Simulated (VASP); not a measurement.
# SiP7 (P-3m1) in VASP: single point with PBE

Aim: the single point of SiP7 with PBE.

Everything below comes from runs of VASP 6.6.1. Logs are shortened: lines on timing, memory, paths and dates and some standing lists are left out, and cuts for length are marked.

**1. The cell of the first run**

The structure is trigonal, space group P-3m1 (No. 164). Conventional cell: a = 5.467 Å, b = 5.467 Å, c = 5.107 Å, α = 90.00°, β = 90.00°, γ = 120.00°. Within 3.4 Å of Si (site symmetry -3m) lie 14 P at 2.55 to 3.11 Å. P (site symmetry m) has 3 P at 2.20 to 2.39 Å within 2.9 Å. Within 3.4 Å of P (site symmetry -3m) lie 2 Si at 2.55 Å and 12 P at 2.95 Å.

**2. Single point, PBE**

Input file INCAR:

```
PREC = Accurate ; ENCUT = 500
EDIFF = 1E-6 ; ISMEAR = 0
SIGMA = 0.2 ; LREAL = False
LASPH = True ; NELM = 120
ALGO = Normal ; ISIF = 2
LWAVE = False ; LCHARG = True
GGA = PE ; LELF = True
LVHAR = True ; NBANDS = 30
GGA_COMPAT = False
```

Input file KPOINTS:

```
regular mesh
0
Gamma
  3 3 3
```

Input file POSCAR:

```
SiP7
1.0
    5.4667948873      0.0000000000      0.0000000000
   -2.7333974437      4.7343832497      0.0000000000
    0.0000000000      0.0000000000      5.1073320751
Si P
1 7
Direct
    0.0000000000      0.0000000000      0.0000000000
    0.4789568787      0.5210431213      0.7114560611
    0.4789568787      0.9579137574      0.7114560611
    0.0420862426      0.5210431213      0.7114560611
    0.5210431213      0.4789568787      0.2885439389
    0.9579137574      0.4789568787      0.2885439389
    0.5210431213      0.0420862426      0.2885439389
    0.0000000000      0.0000000000      0.5000000000
```

Potentials or basis: VASP PAW PBE potentials, release 64 (Si, P).

Started as:

```bash
cat potpaw_PBE.64/Si/POTCAR potpaw_PBE.64/P/POTCAR > POTCAR
mpirun -np 1 vasp_std > vasp.out
```

OUTCAR:

```text
PREC = Accurate
   ENCUT = 500
   EDIFF = 1E-6
   ISMEAR = 0
   LREAL = False
   LASPH = True
   NELM = 120
   ISIF = 2
   GGA = PE

 ion  position               nearest neighbor table
   1  0.000  0.000  0.000-   8 2.55   8 2.55
   2  0.479  0.521  0.711-   5 2.20   4 2.39   3 2.39   8 2.95   8 2.95
   3  0.479  0.958  0.711-   7 2.20   4 2.39   2 2.39   8 2.95   8 2.95
   4  0.042  0.521  0.711-   6 2.20   3 2.39   2 2.39   8 2.95   8 2.95
   5  0.521  0.479  0.289-   2 2.20   6 2.39   7 2.39   8 2.95   8 2.95
   6  0.958  0.479  0.289-   4 2.20   7 2.39   5 2.39   8 2.95   8 2.95
   7  0.521  0.042  0.289-   3 2.20   6 2.39   5 2.39   8 2.95   8 2.95
   8  0.000  0.000  0.500-   1 2.55   1 2.55   5 2.95   2 2.95   2 2.95   5 2.95   7 2.95   3 2.95
                             3 2.95   7 2.95   4 2.95   6 2.95   6 2.95   4 2.95

  LATTYP: Found a hexagonal cell.
 ALAT       =     5.4667948873
 C/A-ratio  =     0.9342461498

  Lattice vectors:

 A1 = (   5.4667948873,   0.0000000000,   0.0000000000)
 A2 = (  -2.7333974437,   4.7343832497,   0.0000000000)
 A3 = (   0.0000000000,   0.0000000000,   5.1073320751)

Analysis of symmetry for initial positions (statically):
=====================================================================
 Subroutine PRICEL returns:
 Original cell was already a primitive cell.

 Routine SETGRP: Setting up the symmetry group for a
 hexagonal supercell.

 Subroutine GETGRP returns: Found 12 space group operations
 (whereof 12 operations were pure point group operations)
 out of a pool of 24 trial point group operations.

The static configuration has the point symmetry D_3d.

Analysis of symmetry for dynamics (positions and initial velocities):
=====================================================================
 Subroutine PRICEL returns:
 Original cell was already a primitive cell.

 Routine SETGRP: Setting up the symmetry group for a
 hexagonal supercell.

 Subroutine GETGRP returns: Found 12 space group operations
 (whereof 12 operations were pure point group operations)
 out of a pool of 24 trial point group operations.

The dynamic configuration has the point symmetry D_3d.

 Subroutine INISYM returns: Found 12 space group operations
 (whereof 12 operations are pure point group operations),
 and found     1 'primitive' translations

----------------------------------------------------------------------------------------

                                     Primitive cell

  volume of cell :     132.1875

  direct lattice vectors                    reciprocal lattice vectors
     5.466794887  0.000000000  0.000000000     0.182922539  0.105610377  0.000000000
    -2.733397444  4.734383250  0.000000000     0.000000000  0.211220754  0.000000000
     0.000000000  0.000000000  5.107332075     0.000000000  0.000000000  0.195796942

  length of vectors
     5.466794887  5.466794887  5.107332075     0.211220754  0.211220754  0.195796942

  position of ions in fractional coordinates (direct lattice)
     0.000000000  0.000000000  0.000000000
     0.478956879  0.521043121  0.711456061
     0.478956879  0.957913757  0.711456061
     0.042086243  0.521043121  0.711456061
     0.521043121  0.478956879  0.288543939
     0.957913757  0.478956879  0.288543939
     0.521043121  0.042086243  0.288543939
     0.000000000  0.000000000  0.500000000

  ion indices of the primitive-cell ions
   primitive index   ion index
                 1           1
                 2           2
                 3           3
                 4           4
                 5           5
                 6           6
                 7           7
                 8           8

----------------------------------------------------------------------------------------

 KPOINTS: regular mesh

Automatic generation of k-mesh.
 Grid dimensions read from file:
 generate k-points for:    3    3    3

 Generating k-lattice:

  Cartesian coordinates                     Fractional coordinates (reciprocal lattice)
     0.060974180  0.035203459  0.000000000     0.333333333  0.000000000  0.000000000
     0.000000000  0.070406918  0.000000000     0.000000000  0.333333333  0.000000000
     0.000000000  0.000000000  0.065265647     0.000000000  0.000000000  0.333333333

  Length of vectors
     0.070406918  0.070406918  0.065265647

  Shift w.r.t. Gamma in fractional coordinates (k-lattice)
     0.000000000  0.000000000  0.000000000

 Subroutine IBZKPT returns following result:
 ===========================================

 Found      7 irreducible k-points:

 Following reciprocal coordinates:
            Coordinates               Weight
  0.000000  0.000000  0.000000      1.000000
  0.333333 -0.000000  0.000000      6.000000
  0.333333  0.333333  0.000000      2.000000
  0.000000  0.000000  0.333333      2.000000
  0.333333 -0.000000  0.333333      6.000000
  0.000000  0.333333  0.333333      6.000000
  0.333333  0.333333  0.333333      4.000000
   k-points           NKPTS =      7   k-points in BZ     NKDIM =      7   number of bands    NBANDS=     30
   number of dos      NEDOS =    301   number of ions     NIONS =      8
   total plane-waves  NPLWV =  64000
   dimension x,y,z NGX =    40 NGY =   40 NGZ =   40
   dimension x,y,z NGXF=    80 NGYF=   80 NGZF=   80
   ions per type =               1   7
   NGX,Y,Z   is equivalent  to a cutoff of  12.16, 12.16, 13.02 a.u.
   NGXF,Y,Z  is equivalent  to a cutoff of  24.33, 24.33, 26.04 a.u.
 SYSTEM =  unknown system
   PREC   = accura    normal or accurate (medium, high low for compatibility)
   ISTART =      0    job   : 0-new  1-cont  2-samecut
   ICHARG =      2    charge: 1-file 2-atom 10-const
   ISPIN  =      1    spin polarized calculation?
   LNONCOLLINEAR =      F non collinear calculations
   LSORBIT =      F    spin-orbit coupling
   LASPH  =      T    aspherical Exc in radial PAW
   ENCUT  =  500.0 eV  36.75 Ry    6.06 a.u.   9.97  9.97  9.31*2*pi/ulx,y,z
   NELM   =    120;   NELMIN=  2; NELMDL= -5     # of ELM steps
   EDIFF  = 0.1E-05   stopping-criterion for ELM
   LREAL  =      F    real-space projection
   EDIFFG = 0.1E-04   stopping-criterion for IOM
   NSW    =      0    number of steps for IOM
   IBRION =     -1    ionic relax: 0-MD 1-quasi-New 2-CG
   NFREE  =      0    steps in history (QN), initial steepest desc. (CG)
   ISIF   =      2    stress and relaxation
   ISYM   =      2    0-nonsym 1-usesym 2-fastsym
   POTIM  = 0.5000    time-step for ionic-motion
   TEBEG  =    0.0;   TEEND  =   0.0 temperature during run
   PSTRESS=    0.0 pullay stress
   NELECT =      39.0000    total number of electrons
   NUPDOWN=      -1.0000    fix difference up-down
   EMIN   =  10.00;   EMAX   =-10.00  energy-range for DOS
   EFERMI =   0.00;   METHOD = LEGACY
   ISMEAR =     0;   SIGMA  =   0.20  broadening in eV -4-tet -1-fermi 0-gaus
   EFERMI_NEDOS =   21; number of points for ismear=-14 and -15
   IALGO  =     38    algorithm
   IMIX   =      4    mixing-type and parameters
     AMIX     =   0.40;   BMIX     =  1.00
     AMIX_MAG =   1.60;   BMIX_MAG =  1.00
  volume/ion in A,a.u.               =      16.52       111.51
  Fermi-wavevector in a.u.,A,eV,Ry     =   1.089849  2.059516 16.160599  1.187771
  Thomas-Fermi vector in A             =   2.226061
   LORBIT       =      0    0 simple, 1 ext, 2 COOP (PROOUT), +10 PAW based schemes
   GGA     = PE    functional components
   LHFCALC =     F    Hartree Fock is set to
   AEXX    =    0.0000 exact exchange contribution
   IVDW    =     0    specifies the selected vdW correction
   LEPSILON=     F    determine dielectric tensor
   LRPA    =     F    only Hartree local field effects (RPA)
 non-spin polarized calculation
 Gauss-broadening in eV      SIGMA  =   0.20
  energy-cutoff  :      500.00
  volume of cell :      132.19
 maximum number of plane-waves:      3384
 NGX is ok and might be reduce to    40
   NGX = 19   NGY = 19   NGZ = 19

 number of electron      39.0000003 magnetization

 Free energy of the ion-electron system (eV)
  ---------------------------------------------------
  ext. energy  EPLUGINS =         0.00000000
  ---------------------------------------------------
  free energy    TOTEN  =       -38.65223371 eV

  energy without entropy =      -38.58771031  energy(sigma->0) =      -38.61997201

 E-fermi :   7.7990     XC(G=0): -10.7183

 val. band max:        7.6597249098   @ k =   0.0000   0.0000   0.0000
 cond. band min:       7.8486726999   @ k =   0.3333  -0.0000   0.0000
 fundamental gap:      0.1889477900
 Fermi energy:         7.7989691463

 k-point     1 :       0.0000    0.0000    0.0000
  band No.  band energies     occupation
      1      -7.7143      2.00000
      2      -3.9437      2.00000
      3      -3.1088      2.00000
      4      -3.1088      2.00000
      5      -2.0689      2.00000
      6      -0.0431      2.00000
[... 22 lines left out ...]
     29      13.3204      0.00000
     30      13.8578      0.00000

 k-point     2 :       0.3333   -0.0000    0.0000
  band No.  band energies     occupation
      1      -7.1169      2.00000
      2      -5.3137      2.00000
      3      -3.3954      2.00000
      4      -3.2493      2.00000
      5      -1.9999      2.00000
      6      -0.2106      2.00000
[... 22 lines left out ...]
     29      13.5462      0.00000
     30      14.2251      0.00000

 k-point     3 :       0.3333    0.3333    0.0000
  band No.  band energies     occupation
      1      -6.1748      2.00000
      2      -6.1748      2.00000
      3      -4.8387      2.00000
      4      -1.5702      2.00000
      5      -1.4684      2.00000
      6      -1.4684      2.00000
[... 22 lines left out ...]
     29      12.3602      0.00000
     30      12.3602      0.00000

 k-point     4 :       0.0000    0.0000    0.3333
  band No.  band energies     occupation
      1      -7.4191      2.00000
      2      -4.8356      2.00000
      3      -2.8613      2.00000
      4      -2.8613      2.00000
      5      -1.7931      2.00000
      6      -0.1664      2.00000
[... 22 lines left out ...]
     29      13.0338      0.00000
     30      13.0512      0.00000

 k-point     5 :       0.3333   -0.0000    0.3333
  band No.  band energies     occupation
      1      -6.8416      2.00000
      2      -5.2331      2.00000
      3      -3.6210      2.00000
      4      -3.1294      2.00000
      5      -2.3822      2.00000
      6      -1.3075      2.00000
[... 22 lines left out ...]
     29      12.0384      0.00000
     30      12.5833      0.00000

 k-point     6 :       0.0000    0.3333    0.3333
  band No.  band energies     occupation
      1      -6.8405      2.00000
      2      -5.2443      2.00000
      3      -3.5630      2.00000
      4      -3.1330      2.00000
      5      -2.4785      2.00000
      6      -1.2338      2.00000
[... 22 lines left out ...]
     29      12.0342      0.00000
     30      12.2397      0.00000

 k-point     7 :       0.3333    0.3333    0.3333
  band No.  band energies     occupation
      1      -5.9616      2.00000
      2      -5.9616      2.00000
      3      -4.5036      2.00000
      4      -2.4550      2.00000
      5      -2.4550      2.00000
      6      -1.5055      2.00000
[... 22 lines left out ...]
     29      11.2356      0.00000
     30      11.3828      0.00000

------------------------ aborting loop because EDIFF is reached ----------------------------------------

  FORCE on cell =-STRESS in cart. coord.  units (eV):
  Direction    XX          YY          ZZ          XY          YZ          ZX
  --------------------------------------------------------------------------------------
  -------------------------------------------------------------------------------------
  Total       -0.0925015     -0.0925015     -0.0151761      0.0000000      0.0000000      0.0000000
  in kB       -1.1211633     -1.1211633     -0.1839420      0.0000000      0.0000000      0.0000000
  external PRESSURE =      -0.8087562 kB  Pullay stress =       0.0000000 kB

 VOLUME and BASIS-vectors are now :
 -----------------------------------------------------------------------------
  energy-cutoff  :      500.00
  volume of cell :      132.19
      direct lattice vectors                 reciprocal lattice vectors
     5.466794887  0.000000000  0.000000000     0.182922539  0.105610377  0.000000000
    -2.733397444  4.734383250  0.000000000     0.000000000  0.211220754  0.000000000
     0.000000000  0.000000000  5.107332075     0.000000000  0.000000000  0.195796942

 POSITION                                       TOTAL-FORCE (eV/Angst)
 -----------------------------------------------------------------------------------
      0.00000      0.00000      0.00000        -0.000000      0.000000     -0.000000
      1.19414      2.46682      3.63364        -0.026715      0.015424     -0.029321
     -0.00000      4.53513      3.63364         0.000000     -0.030848     -0.029321
     -1.19414      2.46682      3.63364         0.026715      0.015424     -0.029321
      1.53926      2.26757      1.47369         0.026715     -0.015424      0.029321
      3.92754      2.26757      1.47369        -0.026715     -0.015424      0.029321
      2.73340      0.19925      1.47369        -0.000000      0.030848      0.029321
      0.00000      0.00000      2.55367        -0.000000      0.000000     -0.000000
 -----------------------------------------------------------------------------------
    total drift:                                0.000000      0.000000     -0.000000

  FREE ENERGIE OF THE ION-ELECTRON SYSTEM (eV)
  ---------------------------------------------------
  free  energy   TOTEN  =       -38.6522337052 eV

  energy  without entropy=      -38.5877103099  energy(sigma->0) =      -38.61997201
```

Wall time 23 s (1 thread of Intel Xeon Platinum 8488C (Sapphire Rapids), shared host); peak memory 0.24 GiB.

Results:

```yaml
Free_energy: -38.6522 eV
Pressure: -0.1 GPa
Largest_force: 0.043 eV/Å
```

Forces on the atoms (eV/Å):
```
Si   0.000  0.000  0.000
P   -0.027  0.015 -0.029
P    0.000 -0.031 -0.029
P    0.027  0.015 -0.029
P    0.027 -0.015  0.029
P   -0.027 -0.015  0.029
P    0.000  0.031  0.029
P    0.000  0.000  0.000
```

Stress tensor (GPa, compression positive):
```
-0.11  0.00  0.00
 0.00 -0.11  0.00
 0.00  0.00 -0.02
```

Levels at points of the mesh, in eV from the Fermi level:
```
           k point  band 18  band 19  band 20  band 21  band 22  band 23
(0.00, 0.00, 0.00)    -2.40    -0.14    -0.14     1.09     1.88     1.88
```

Caveat: the k points lie up to 0.44 Å⁻¹ apart.
